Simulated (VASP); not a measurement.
# LiH in VASP: further runs

LiH is run at these levels: PBE, r2SCAN; tasks: single point.

All numbers are computed with VASP 6.6.1; they aren't measurements. Logs are shortened: lines on timing, memory, paths and dates and some standing lists are left out, and cuts for length are marked.

## 1. The cell of the first run

The structure is cubic, space group Pm-3m (No. 221). The conventional cell has a = 2.418 Å, b = 2.418 Å, c = 2.418 Å, α = 90.00°, β = 90.00°, γ = 90.00°. Within 2.8 Å of Li (site symmetry m-3m) lie 8 H at 2.09 Å and 6 Li at 2.42 Å. H (site symmetry m-3m) has 8 Li at 2.09 Å and 6 H at 2.42 Å within 2.8 Å.

## 2. Single point, PBE (strain -3.3%)

INCAR

```
SYSTEM = LiH
PREC     = Accurate       ! precision mode
ENCUT    = 520            ! plane-wave cutoff, eV
EDIFF    = 1E-6           ! SCF threshold, eV
ISMEAR   = -1             ! smearing method
SIGMA    = 0.02           ! smearing width, eV
LREAL    = .False.        ! projectors in reciprocal space
LASPH    = .True.         ! aspherical terms in the spheres
NELM     = 100            ! most SCF steps
ALGO     = Normal         ! electronic algorithm
ISIF     = 2              ! what is computed and relaxed
LWAVE    = .False.        ! write WAVECAR
LCHARG   = .False.        ! write CHGCAR
GGA      = PE             ! functional
NBANDS   = 9              ! bands
```

KPOINTS

```
Automatic mesh
0
Gamma
  10 10 10
  0 0 0
```

POSCAR

```
LiH
1.0
    2.4183534767      0.0000000000      0.0000000000
    0.0000000000      2.4183534767      0.0000000000
    0.0000000000      0.0000000000      2.4183534767
Li H
1 1
Direct
    0.0000000000      0.0000000000      0.0000000000
    0.5000000000      0.5000000000      0.5000000000
```

Potentials or basis: VASP PAW PBE potentials, release 64 (Li_sv, H).

On the command line:

```
> cat potpaw_PBE.64/Li_sv/POTCAR potpaw_PBE.64/H/POTCAR > POTCAR
> mpirun -np 1 vasp_std > vasp.out
```

OUTCAR:

```text
SYSTEM = LiH
   PREC = Accurate
   ENCUT = 520
   EDIFF = 1E-6
   ISMEAR = -1
   LREAL = .False.
   LASPH = .True.
   NELM = 100
   ISIF = 2
   GGA = PE

 ion  position               nearest neighbor table
   1  0.000  0.000  0.000-
   2  0.500  0.500  0.500-

  LATTYP: Found a simple cubic cell.
 ALAT       =     2.4183534767

  Lattice vectors:

 A1 = (   2.4183534767,   0.0000000000,   0.0000000000)
 A2 = (   0.0000000000,   2.4183534767,   0.0000000000)
 A3 = (   0.0000000000,   0.0000000000,   2.4183534767)

Analysis of symmetry for initial positions (statically):
=====================================================================
 Subroutine PRICEL returns:
 Original cell was already a primitive cell.

 Routine SETGRP: Setting up the symmetry group for a
 simple cubic supercell.

 Subroutine GETGRP returns: Found 48 space group operations
 (whereof 48 operations were pure point group operations)
 out of a pool of 48 trial point group operations.

The static configuration has the point symmetry O_h .

Analysis of symmetry for dynamics (positions and initial velocities):
=====================================================================
 Subroutine PRICEL returns:
 Original cell was already a primitive cell.

 Routine SETGRP: Setting up the symmetry group for a
 simple cubic supercell.

 Subroutine GETGRP returns: Found 48 space group operations
 (whereof 48 operations were pure point group operations)
 out of a pool of 48 trial point group operations.

The dynamic configuration has the point symmetry O_h .

 Subroutine INISYM returns: Found 48 space group operations
 (whereof 48 operations are pure point group operations),
 and found     1 'primitive' translations

----------------------------------------------------------------------------------------

                                     Primitive cell

  volume of cell :      14.1436

  direct lattice vectors                    reciprocal lattice vectors
     2.418353477  0.000000000  0.000000000     0.413504481  0.000000000  0.000000000
     0.000000000  2.418353477  0.000000000     0.000000000  0.413504481  0.000000000
     0.000000000  0.000000000  2.418353477     0.000000000  0.000000000  0.413504481

  length of vectors
     2.418353477  2.418353477  2.418353477     0.413504481  0.413504481  0.413504481

  position of ions in fractional coordinates (direct lattice)
     0.000000000  0.000000000  0.000000000
     0.500000000  0.500000000  0.500000000

  ion indices of the primitive-cell ions
   primitive index   ion index
                 1           1
                 2           2

----------------------------------------------------------------------------------------

 KPOINTS: Automatic mesh

Automatic generation of k-mesh.
 Grid dimensions read from file:
 generate k-points for:   10   10   10

 Generating k-lattice:

  Cartesian coordinates                     Fractional coordinates (reciprocal lattice)
     0.041350448  0.000000000  0.000000000     0.100000000  0.000000000  0.000000000
     0.000000000  0.041350448  0.000000000     0.000000000  0.100000000  0.000000000
     0.000000000  0.000000000  0.041350448     0.000000000  0.000000000  0.100000000

  Length of vectors
     0.041350448  0.041350448  0.041350448

  Shift w.r.t. Gamma in fractional coordinates (k-lattice)
     0.000000000  0.000000000  0.000000000

 Subroutine IBZKPT returns following result:
 ===========================================

 Found     56 irreducible k-points:

 Following reciprocal coordinates:
            Coordinates               Weight
  0.000000  0.000000  0.000000      1.000000
  0.100000  0.000000  0.000000      6.000000
  0.200000  0.000000  0.000000      6.000000
  0.300000  0.000000  0.000000      6.000000
  0.400000  0.000000  0.000000      6.000000
  0.500000  0.000000  0.000000      3.000000
[... 16 lines left out ...]
  0.200000  0.100000  0.100000     24.000000
  0.300000  0.100000  0.100000     24.000000
 [... further k-points ...]
   k-points           NKPTS =     56   k-points in BZ     NKDIM =     56   number of bands    NBANDS=      9
   number of dos      NEDOS =    301   number of ions     NIONS =      2
   total plane-waves  NPLWV =   5832
   dimension x,y,z NGX =    18 NGY =   18 NGZ =   18
   dimension x,y,z NGXF=    36 NGYF=   36 NGZF=   36
   ions per type =               1   1
   NGX,Y,Z   is equivalent  to a cutoff of  12.37, 12.37, 12.37 a.u.
   NGXF,Y,Z  is equivalent  to a cutoff of  24.75, 24.75, 24.75 a.u.
 SYSTEM =  LiH
   PREC   = accura    normal or accurate (medium, high low for compatibility)
   ISTART =      0    job   : 0-new  1-cont  2-samecut
   ICHARG =      2    charge: 1-file 2-atom 10-const
   ISPIN  =      1    spin polarized calculation?
   LNONCOLLINEAR =      F non collinear calculations
   LSORBIT =      F    spin-orbit coupling
   LASPH  =      T    aspherical Exc in radial PAW
   ENCUT  =  520.0 eV  38.22 Ry    6.18 a.u.   4.50  4.50  4.50*2*pi/ulx,y,z
   NELM   =    100;   NELMIN=  2; NELMDL= -5     # of ELM steps
   EDIFF  = 0.1E-05   stopping-criterion for ELM
   LREAL  =      F    real-space projection
   EDIFFG = 0.1E-04   stopping-criterion for IOM
   NSW    =      0    number of steps for IOM
   IBRION =     -1    ionic relax: 0-MD 1-quasi-New 2-CG
   NFREE  =      0    steps in history (QN), initial steepest desc. (CG)
   ISIF   =      2    stress and relaxation
   ISYM   =      2    0-nonsym 1-usesym 2-fastsym
   POTIM  = 0.5000    time-step for ionic-motion
   TEBEG  =    0.0;   TEEND  =   0.0 temperature during run
   PSTRESS=    0.0 pullay stress
   NELECT =       4.0000    total number of electrons
   NUPDOWN=      -1.0000    fix difference up-down
   EMIN   =  10.00;   EMAX   =-10.00  energy-range for DOS
   EFERMI =   0.00;   METHOD = LEGACY
   ISMEAR =    -1;   SIGMA  =   0.02  broadening in eV -4-tet -1-fermi 0-gaus
   EFERMI_NEDOS =   21; number of points for ismear=-14 and -15
   IALGO  =     38    algorithm
   IMIX   =      4    mixing-type and parameters
     AMIX     =   0.40;   BMIX     =  1.00
     AMIX_MAG =   1.60;   BMIX_MAG =  1.00
  volume/ion in A,a.u.               =       7.07        47.72
  Fermi-wavevector in a.u.,A,eV,Ry     =   1.074587  2.030676 15.711163  1.154738
  Thomas-Fermi vector in A             =   2.210420
   LORBIT       =      0    0 simple, 1 ext, 2 COOP (PROOUT), +10 PAW based schemes
   GGA     = PE    functional components
   LHFCALC =     F    Hartree Fock is set to
   AEXX    =    0.0000 exact exchange contribution
   IVDW    =     0    specifies the selected vdW correction
   LEPSILON=     F    determine dielectric tensor
   LRPA    =     F    only Hartree local field effects (RPA)
 non-spin polarized calculation
  energy-cutoff  :      520.00
  volume of cell :       14.14
 maximum number of plane-waves:       392
 NGX is ok and might be reduce to    18
   NGX =  9   NGY =  9   NGZ =  9

 number of electron       3.9999991 magnetization

 Free energy of the ion-electron system (eV)
  ---------------------------------------------------
  ext. energy  EPLUGINS =         0.00000000
  ---------------------------------------------------
  free energy    TOTEN  =        -5.63785403 eV

  energy without entropy =       -5.63785403  energy(sigma->0) =       -5.63785403

 E-fermi :   4.6818     XC(G=0):  -8.9940

 val. band max:        4.3473332990   @ k =   0.5000   0.5000   0.5000
 cond. band min:       5.0542989845   @ k =   0.5000   0.0000   0.0000
 fundamental gap:      0.7069656855
 Fermi energy:         4.6817562732

 k-point     1 :       0.0000    0.0000    0.0000
  band No.  band energies     occupation
      1     -44.0112      2.00000
      2      -5.1850      2.00000
      3      16.8774      0.00000
      4      16.8774      0.00000
      5      16.8774      0.00000
      6      18.0787      0.00000
      7      20.1468      0.00000
      8      20.1468      0.00000
      9      38.0702      0.00000

 k-point     2 :       0.1000    0.0000    0.0000
  band No.  band energies     occupation
      1     -44.0040      2.00000
      2      -5.0299      2.00000
      3      13.9972      0.00000
      4      17.1194      0.00000
      5      17.1194      0.00000
      6      18.1010      0.00000
      7      20.4024      0.00000
      8      23.3601      0.00000
      9      36.4050      0.00000

 k-point     3 :       0.2000    0.0000    0.0000
  band No.  band energies     occupation
      1     -43.9851      2.00000
      2      -4.5827      2.00000
      3      10.6010      0.00000
      4      17.6768      0.00000
      5      17.8390      0.00000
      6      17.8390      0.00000
      7      21.1686      0.00000
      8      28.2346      0.00000
      9      33.0288      0.00000

 k-point     4 :       0.3000    0.0000    0.0000
  band No.  band energies     occupation
      1     -43.9618      2.00000
      2      -3.9202      2.00000
      3       7.7862      0.00000
      4      17.1446      0.00000
      5      19.0070      0.00000
      6      19.0070      0.00000
      7      22.4412      0.00000
      8      29.6177      0.00000
      9      29.6177      0.00000
[... 205 lines left out ...]
 k-point    22 :       0.1000    0.1000    0.1000
  band No.  band energies     occupation
      1     -43.9899      2.00000
      2      -4.7073      2.00000
      3      13.9153      0.00000
      4      13.9153      0.00000
      5      15.1590      0.00000
      6      20.0244      0.00000
      7      24.5913      0.00000
      8      24.5913      0.00000
      9      34.0759      0.00000

 k-point    23 :       0.2000    0.1000    0.1000
  band No.  band energies     occupation
      1     -43.9715      2.00000
      2      -4.2369      2.00000
      3      10.7611      0.00000
      4      14.6560      0.00000
      5      14.9966      0.00000
      6      20.5065      0.00000
      7      25.3048      0.00000
      8      28.9274      0.00000
      9      30.1300      0.00000

 k-point    24 :       0.3000    0.1000    0.1000
  band No.  band energies     occupation
      1     -43.9486      2.00000
      2      -3.5336      2.00000
      3       7.9625      0.00000
      4      14.9480      0.00000
      5      15.8715      0.00000
      6      20.9502      0.00000
      7      25.8940      0.00000
      8      27.1227      0.00000
      9      30.5035      0.00000

 [... further k-points ...]

------------------------ aborting loop because EDIFF is reached ----------------------------------------

  FORCE on cell =-STRESS in cart. coord.  units (eV):
  Direction    XX          YY          ZZ          XY          YZ          ZX
  --------------------------------------------------------------------------------------
  -------------------------------------------------------------------------------------
  Total        0.3853553      0.3853553      0.3853553     -0.0000000      0.0000000      0.0000000
  in kB       43.6528518     43.6528518     43.6528518     -0.0000000      0.0000000      0.0000000
  external PRESSURE =      43.6528518 kB  Pullay stress =       0.0000000 kB

 VOLUME and BASIS-vectors are now :
 -----------------------------------------------------------------------------
  energy-cutoff  :      520.00
  volume of cell :       14.14
      direct lattice vectors                 reciprocal lattice vectors
     2.418353477  0.000000000  0.000000000     0.413504481  0.000000000  0.000000000
     0.000000000  2.418353477  0.000000000     0.000000000  0.413504481  0.000000000
     0.000000000  0.000000000  2.418353477     0.000000000  0.000000000  0.413504481

 POSITION                                       TOTAL-FORCE (eV/Angst)
 -----------------------------------------------------------------------------------
      0.00000      0.00000      0.00000         0.000000      0.000000      0.000000
      1.20918      1.20918      1.20918         0.000000      0.000000      0.000000
 -----------------------------------------------------------------------------------
    total drift:                                0.000000     -0.000000     -0.000000

  FREE ENERGIE OF THE ION-ELECTRON SYSTEM (eV)
  ---------------------------------------------------
  free  energy   TOTEN  =        -5.6378540333 eV

  energy  without entropy=       -5.6378540332  energy(sigma->0) =       -5.63785403
```

It took 3.2 s on 1 thread of Intel Xeon Platinum 8488C (Sapphire Rapids), shared host; peak memory 0.11 GiB.

What came out:

```
Free energy            : -5.6379 eV
Band gap on the k mesh : 0.71 eV, indirect (least direct gap 4.29 eV)
```

Caveat: the cell differs from its parent crystal (strain -3.3%); the cutoff is under 1.25 times the usual one of these potentials, so pressure, stress and relaxed cells hold a basis-set (Pulay) error.

## 3. Single point, r2SCAN (strain -3.3%)

POSCAR is that of step 2.

INCAR.step1

```
PREC = Accurate
ENCUT = 520
ISMEAR = 0
SIGMA = 0.01
LREAL = F
LASPH = T
NELM = 60
NBANDS = 9
GGA = PE
ALGO = Normal
EDIFF = 1E-4
LWAVE = T
LCHARG = F
```

INCAR.step2

```
PREC = Accurate
ENCUT = 520
EDIFF = 1E-6
ISMEAR = 0
SIGMA = 0.01
LREAL = F
LASPH = T
NELM = 60
ALGO = Normal
ISIF = 2
LWAVE = F
LCHARG = T
METAGGA = R2SCAN
LMIXTAU = T
LELF = T
LVHAR = T
NBANDS = 9
ISTART = 1
```

KPOINTS

```
regular mesh
0
Gamma
  10 10 10
```

Potentials or basis: VASP PAW PBE potentials, release 64 (Li_sv, H).

On the command line:

```
> cat potpaw_PBE.64/Li_sv/POTCAR potpaw_PBE.64/H/POTCAR > POTCAR
> cp INCAR.step1 INCAR
> mpirun -np 1 vasp_std > vasp.out
> cp INCAR.step2 INCAR
> mpirun -np 1 vasp_std > vasp.out
```

Run time: 15 s. Hardware: 1 thread of Intel Xeon Platinum 8488C (Sapphire Rapids), shared host; peak memory 0.11 GiB.

Results (log left out):

```yaml
Free_energy: -6.3220 eV
Band_gap_on_the_k_mesh: 1.28 eV, indirect (least direct gap 4.98 eV)
```

Levels at points of the mesh, in eV from the valence-band top:
| k point | band 1 | band 2 | band 3 | band 4 | band 5 | band 6 |
| --- | --- | --- | --- | --- | --- | --- |
| (0.00, 0.00, 0.00) | -50.04 | -9.84 | 13.65 | 13.65 | 13.65 | 15.31 |
| (0.50, 0.00, 0.00) | -49.97 | -7.55 | 1.28 | 13.57 | 19.02 | 19.02 |
| (0.50, 0.50, 0.00) | -49.91 | -3.18 | 1.81 | 1.81 | 11.19 | 23.12 |
| (0.50, 0.50, 0.50) | -49.85 | 0.00 | 7.72 | 7.72 | 7.72 | 9.32 |

Caveat: the cell differs from its parent crystal (strain -3.3%); the cutoff is under 1.25 times the usual one of these potentials, so pressure, stress and relaxed cells hold a basis-set (Pulay) error; the PAW data sets were made with another functional, which shifts forces and pressure a little. A k mesh can miss the band edges.

## 4. Single point, PBE (uniaxial z strain -1.2%)

INCAR

```
ALGO = Normal
EDIFF = 1E-7
ENCUT = 520
GGA = PE
ISIF = 2
ISMEAR = -1
LASPH = True
LCHARG = False
LREAL = False
LWAVE = False
NBANDS = 9
NELM = 60
PREC = Accurate
SIGMA = 0.02
```

KPOINTS

```
k-points
0
Gamma
  10 10 10
```

POSCAR

```
LiH
1.0
    2.5016587118      0.0000000000      0.0000000000
    0.0000000000      2.5016587118      0.0000000000
    0.0000000000      0.0000000000      2.4716388072
Li H
1 1
Direct
    0.0000000000      0.0000000000      0.0000000000
    0.5000000000      0.5000000000      0.5000000000
```

On the command line:

```
> cat potpaw_PBE.64/Li_sv/POTCAR potpaw_PBE.64/H/POTCAR > POTCAR
> mpirun -np 1 vasp_std > vasp.out
```

It took 7.1 s on 1 thread of Intel Xeon Platinum 8488C (Sapphire Rapids), shared host; peak memory 0.12 GiB.

Results (log left out):

* Free energy: -5.6581 eV
* Band gap on the k mesh: 0.68 eV, indirect (least direct gap 4.18 eV)

Levels at points of the mesh, in eV from the valence-band top:
```
           k point  band 1  band 2  band 3  band 4  band 5  band 6  band 7
(0.00, 0.00, 0.00)  -48.15   -8.92   11.86   11.86   12.38   12.68   15.02
(0.50, 0.00, 0.00)  -48.09   -6.71    0.68   11.58   16.15   16.63   19.72
(0.50, 0.50, 0.00)  -48.05   -2.78    1.44    1.44    9.12   19.81   21.24
(0.00, 0.00, 0.50)  -48.09   -6.60    0.82   11.39   16.31   16.31   19.83
(0.50, 0.00, 0.50)  -48.04   -2.67    1.51    1.60    9.24   19.51   20.84
(0.50, 0.50, 0.50)  -48.00    0.00    6.36    6.48    6.48    8.79    8.79
```

Caveat: the cell differs from its parent crystal (uniaxial z strain -1.2%); the cutoff is under 1.25 times the usual one of these potentials, so pressure, stress and relaxed cells hold a basis-set (Pulay) error.

[end of part 1 of 2]
